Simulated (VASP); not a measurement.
# LiF (zincblende type) (F-43m) in VASP: a series of runs

Runs on LiF (zincblende type). Level: PBE. Tasks: single point.

Program: VASP 6.6.1. These are calculated values, not measurements. Logs are shortened: lines on timing, memory, paths and dates and some standing lists are left out, and cuts for length are marked.

**1. The cell of the first run**

The structure is cubic, space group F-43m (No. 216). The conventional cell has a = 4.306 Å, b = 4.306 Å, c = 4.306 Å, α = 90.00°, β = 90.00°, γ = 90.00°. Within 2.5 Å of Li (site symmetry -43m) lie 4 F at 1.86 Å. F (site symmetry -43m) has 4 Li at 1.86 Å within 2.5 Å.

**2. Single point, PBE (volume scaled by 0.96)**

Input file INCAR:

```
SYSTEM = LiF
PREC = Accurate
ENCUT = 520
EDIFF = 1E-6
ISMEAR = -1
SIGMA = 0.03
LREAL = .FALSE.
LASPH = .TRUE.
NELM = 80
ALGO = Normal
ISIF = 2
LWAVE = .FALSE.
LCHARG = .TRUE.
GGA = PE
LELF = .TRUE.
LVHAR = .TRUE.
NBANDS = 12
```

Input file KPOINTS:

```
regular mesh
0
G
  16 16 16
  0 0 0
```

Input file POSCAR:

```
LiF
1.0
    0.0000000000      2.1530675187      2.1530675187
    2.1530675187      0.0000000000      2.1530675187
    2.1530675187      2.1530675187      0.0000000000
Li F
1 1
Direct
    0.0000000000      0.0000000000      0.0000000000
    0.2500000000      0.2500000000      0.2500000000
```

Potentials or basis: VASP PAW PBE potentials, release 64 (Li_sv, F).

Command:

```sh
$ cat potpaw_PBE.64/Li_sv/POTCAR potpaw_PBE.64/F/POTCAR > POTCAR
$ mpirun -np 1 vasp_std > vasp.out
```

OUTCAR:

```text
SYSTEM = LiF
   PREC = Accurate
   ENCUT = 520
   EDIFF = 1E-6
   ISMEAR = -1
   LREAL = .FALSE.
   LASPH = .TRUE.
   NELM = 80
   ISIF = 2
   GGA = PE

 ion  position               nearest neighbor table
   1  0.000  0.000  0.000-   2 1.86   2 1.86   2 1.86   2 1.86
   2  0.250  0.250  0.250-   1 1.86   1 1.86   1 1.86   1 1.86

  LATTYP: Found a face centered cubic cell.
 ALAT       =     4.3061350374

  Lattice vectors:

 A1 = (   0.0000000000,   2.1530675187,   2.1530675187)
 A2 = (   2.1530675187,   0.0000000000,   2.1530675187)
 A3 = (   2.1530675187,   2.1530675187,   0.0000000000)

Analysis of symmetry for initial positions (statically):
=====================================================================
 Subroutine PRICEL returns:
 Original cell was already a primitive cell.

 Routine SETGRP: Setting up the symmetry group for a
 face centered cubic supercell.

 Subroutine GETGRP returns: Found 24 space group operations
 (whereof 24 operations were pure point group operations)
 out of a pool of 48 trial point group operations.

The static configuration has the point symmetry T_d .

Analysis of symmetry for dynamics (positions and initial velocities):
=====================================================================
 Subroutine PRICEL returns:
 Original cell was already a primitive cell.

 Routine SETGRP: Setting up the symmetry group for a
 face centered cubic supercell.

 Subroutine GETGRP returns: Found 24 space group operations
 (whereof 24 operations were pure point group operations)
 out of a pool of 48 trial point group operations.

The dynamic configuration has the point symmetry T_d .

 Subroutine INISYM returns: Found 24 space group operations
 (whereof 24 operations are pure point group operations),
 and found     1 'primitive' translations

----------------------------------------------------------------------------------------

                                     Primitive cell

  volume of cell :      19.9619

  direct lattice vectors                    reciprocal lattice vectors
     0.000000000  2.153067519  2.153067519    -0.232226809  0.232226809  0.232226809
     2.153067519  0.000000000  2.153067519     0.232226809 -0.232226809  0.232226809
     2.153067519  2.153067519  0.000000000     0.232226809  0.232226809 -0.232226809

  length of vectors
     3.044897286  3.044897286  3.044897286     0.402228633  0.402228633  0.402228633

  position of ions in fractional coordinates (direct lattice)
     0.000000000  0.000000000  0.000000000
     0.250000000  0.250000000  0.250000000

  ion indices of the primitive-cell ions
[... 80 lines left out ...]
   NFREE  =      0    steps in history (QN), initial steepest desc. (CG)
   ISIF   =      2    stress and relaxation
   ISYM   =      2    0-nonsym 1-usesym 2-fastsym
   POTIM  = 0.5000    time-step for ionic-motion
   TEBEG  =    0.0;   TEEND  =   0.0 temperature during run
   PSTRESS=    0.0 pullay stress
   NELECT =      10.0000    total number of electrons
   NUPDOWN=      -1.0000    fix difference up-down
   EMIN   =  10.00;   EMAX   =-10.00  energy-range for DOS
   EFERMI =   0.00;   METHOD = LEGACY
   ISMEAR =    -1;   SIGMA  =   0.03  broadening in eV -4-tet -1-fermi 0-gaus
   EFERMI_NEDOS =   21; number of points for ismear=-14 and -15
   IALGO  =     38    algorithm
   IMIX   =      4    mixing-type and parameters
     AMIX     =   0.40;   BMIX     =  1.00
     AMIX_MAG =   1.60;   BMIX_MAG =  1.00
  volume/ion in A,a.u.               =       9.98        67.35
  Fermi-wavevector in a.u.,A,eV,Ry     =   1.300191  2.457005 23.000606  1.690497
  Thomas-Fermi vector in A             =   2.431406
   LORBIT       =      0    0 simple, 1 ext, 2 COOP (PROOUT), +10 PAW based schemes
   GGA     = PE    functional components
   LHFCALC =     F    Hartree Fock is set to
   AEXX    =    0.0000 exact exchange contribution
   IVDW    =     0    specifies the selected vdW correction
   LEPSILON=     F    determine dielectric tensor
   LRPA    =     F    only Hartree local field effects (RPA)
 non-spin polarized calculation
  energy-cutoff  :      520.00
  volume of cell :       19.96
 maximum number of plane-waves:       548
   NGX = 11   NGY = 11   NGZ = 11

 number of electron      10.0000000 magnetization

 number of electron       9.9999986 magnetization

 Free energy of the ion-electron system (eV)
  ---------------------------------------------------
  ext. energy  EPLUGINS =         0.00000000
  ---------------------------------------------------
  free energy    TOTEN  =        -9.62182815 eV

  energy without entropy =       -9.62182815  energy(sigma->0) =       -9.62182815

 E-fermi :  -1.9335     XC(G=0):  -8.8131

 val. band max:       -2.5828093310   @ k =   0.0000   0.0000   0.0000
 cond. band min:       5.2703133967   @ k =   0.0000   0.0000   0.0000
 fundamental gap:      7.8531227277
 Fermi energy:        -1.9335337289

 k-point     1 :       0.0000    0.0000    0.0000
  band No.  band energies     occupation
      1     -42.9526      2.00000
      2     -21.9046      2.00000
      3      -2.5828      2.00000
      4      -2.5828      2.00000
      5      -2.5828      2.00000
      6       5.2703      0.00000
      7      16.8080      0.00000
      8      16.8080      0.00000
      9      16.8080      0.00000
     10      25.4009      0.00000
     11      25.4009      0.00000
     12      25.4009      0.00000
[... 331 lines left out ...]
 k-point    24 :      -0.0625    0.0625    0.0000
  band No.  band energies     occupation
      1     -42.9490      2.00000
      2     -21.8874      2.00000
      3      -2.7915      2.00000
      4      -2.6451      2.00000
      5      -2.5930      2.00000
      6       5.5643      0.00000
      7      16.6671      0.00000
      8      16.6979      0.00000
      9      16.9481      0.00000
     10      23.5761      0.00000
     11      23.5902      0.00000
     12      26.0057      0.00000

 [... further k-points ...]
[... 5 lines left out ...]
  --------------------------------------------------------------------------------------
  -------------------------------------------------------------------------------------
  Total        0.2604872      0.2604872      0.2604872      0.0000000      0.0000000      0.0000000
  in kB       20.9071115     20.9071115     20.9071115      0.0000000      0.0000000      0.0000000
  external PRESSURE =      20.9071115 kB  Pullay stress =       0.0000000 kB

 VOLUME and BASIS-vectors are now :
 -----------------------------------------------------------------------------
  energy-cutoff  :      520.00
  volume of cell :       19.96
      direct lattice vectors                 reciprocal lattice vectors
     0.000000000  2.153067519  2.153067519    -0.232226809  0.232226809  0.232226809
     2.153067519  0.000000000  2.153067519     0.232226809 -0.232226809  0.232226809
     2.153067519  2.153067519  0.000000000     0.232226809  0.232226809 -0.232226809

 POSITION                                       TOTAL-FORCE (eV/Angst)
 -----------------------------------------------------------------------------------
      0.00000      0.00000      0.00000        -0.000000     -0.000000     -0.000000
      1.07653      1.07653      1.07653         0.000000      0.000000      0.000000
 -----------------------------------------------------------------------------------
    total drift:                               -0.000000     -0.000000     -0.000000

  FREE ENERGIE OF THE ION-ELECTRON SYSTEM (eV)
  ---------------------------------------------------
  free  energy   TOTEN  =        -9.6218281495 eV

  energy  without entropy=       -9.6218281495  energy(sigma->0) =       -9.62182815
```

OSZICAR:

```text
N       E                     dE             d eps       ncg     rms          rms(c)
DAV:   1     0.346756221857E+02    0.34676E+02   -0.52163E+03  3528   0.829E+02
DAV:   2    -0.889748266863E+01   -0.43573E+02   -0.42697E+02  4168   0.189E+02
DAV:   3    -0.103125372632E+02   -0.14151E+01   -0.14092E+01  4660   0.300E+01
DAV:   4    -0.103333288032E+02   -0.20792E-01   -0.20790E-01  4048   0.402E+00
DAV:   5    -0.103336586808E+02   -0.32988E-03   -0.32988E-03  4636   0.383E-01    0.522E+00
DAV:   6    -0.959104462917E+01    0.74261E+00   -0.35328E+00  3776   0.115E+01    0.163E+00
DAV:   7    -0.960231863669E+01   -0.11274E-01   -0.25480E-02  4120   0.143E+00    0.101E+00
DAV:   8    -0.962149947756E+01   -0.19181E-01   -0.27238E-02  4020   0.159E+00    0.187E-01
DAV:   9    -0.962142269062E+01    0.76787E-04   -0.14434E-03  4324   0.313E-01    0.724E-02
DAV:  10    -0.962183683561E+01   -0.41414E-03   -0.71303E-04  4004   0.192E-01    0.392E-02
DAV:  11    -0.962182688700E+01    0.99486E-05   -0.37029E-05  4100   0.522E-02    0.843E-03
DAV:  12    -0.962182816951E+01   -0.12825E-05   -0.31922E-06  4176   0.157E-02    0.167E-03
DAV:  13    -0.962182814947E+01    0.20037E-07   -0.17557E-07  3148   0.341E-03
   1 F= -.96218281E+01 E0= -.96218281E+01  d E =-.982639E-11
```

stdout:

```text
POSCAR found type information on POSCAR LiF
 POSCAR found :  2 types and       2 ions
 scaLAPACK will be used
 LDA part: xc-table for (Slater+PW92), standard interpolation
 POSCAR, INCAR and KPOINTS ok, starting setup
 FFT: planning ... GRIDC
 FFT: planning ... GRID_SOFT
 FFT: planning ... GRID
 WAVECAR not read
 entering main loop
```

Run time: 19 s. Hardware: 1 thread of Intel Xeon Platinum 8259CL at 2.50GHz (Skylake/Cascade Lake), shared host; peak memory 0.15 GiB.

Results:

```yaml
Free_energy: -9.6218 eV
Band_gap_on_the_k_mesh: 7.85 eV, direct
```

Levels at points of the mesh, in eV from the valence-band top:
| k point | band 2 | band 3 | band 4 | band 5 | band 6 | band 7 | band 8 | band 9 |
| --- | --- | --- | --- | --- | --- | --- | --- | --- |
| (0.00, 0.00, 0.00) | -19.32 | 0.00 | 0.00 | 0.00 | 7.85 | 19.39 | 19.39 | 19.39 |
| (0.50, 0.00, 0.00) | -19.14 | -1.97 | -0.26 | -0.26 | 11.89 | 14.87 | 19.04 | 19.04 |
| (0.50, 0.50, 0.00) | -19.09 | -1.39 | -0.79 | -0.79 | 10.56 | 15.89 | 19.40 | 19.40 |

Caveat: the cutoff is under 1.25 times the usual one of these potentials, so pressure, stress and relaxed cells hold a basis-set (Pulay) error.

**3. Single point, PBE (volume scaled by 0.98)**

Input file INCAR:

```
SYSTEM = LiF
PREC = Accurate ; ENCUT = 520
EDIFF = 1E-6 ; ISMEAR = -1
SIGMA = 0.03 ; LREAL = .FALSE.
LASPH = .TRUE. ; NELM = 60
ALGO = Normal ; ISIF = 2
LWAVE = .FALSE. ; LCHARG = .FALSE.
GGA = PE ; NBANDS = 12
```

KPOINTS is that of step 2.

Input file POSCAR:

```
LiF
1.0
    0.0000000000      2.1679167294      2.1679167294
    2.1679167294      0.0000000000      2.1679167294
    2.1679167294      2.1679167294      0.0000000000
Li F
1 1
Direct
    0.0000000000      0.0000000000      0.0000000000
    0.2500000000      0.2500000000      0.2500000000
```

Potentials or basis: VASP PAW PBE potentials, release 64 (Li_sv, F).

Command:

```sh
$ cat potpaw_PBE.64/Li_sv/POTCAR potpaw_PBE.64/F/POTCAR > POTCAR
$ mpirun -np 1 vasp_std > vasp.out
```

Wall time 19 s (1 thread of Intel Xeon Platinum 8259CL at 2.50GHz (Skylake/Cascade Lake), shared host); peak memory 0.15 GiB.

It converged, with:

```
Free energy            : -9.6267 eV
Band gap on the k mesh : 7.74 eV, direct
```

Levels at points of the mesh, in eV from the valence-band top:
| k point | band 2 | band 3 | band 4 | band 5 | band 6 | band 7 | band 8 | band 9 |
| --- | --- | --- | --- | --- | --- | --- | --- | --- |
| (0.00, 0.00, 0.00) | -19.29 | 0.00 | 0.00 | 0.00 | 7.74 | 19.21 | 19.21 | 19.21 |
| (0.50, 0.00, 0.00) | -19.12 | -1.92 | -0.25 | -0.25 | 11.75 | 14.67 | 18.86 | 18.86 |
| (0.50, 0.50, 0.00) | -19.06 | -1.35 | -0.77 | -0.77 | 10.50 | 15.74 | 19.17 | 19.17 |

Caveat: the cutoff is under 1.25 times the usual one of these potentials, so pressure, stress and relaxed cells hold a basis-set (Pulay) error.
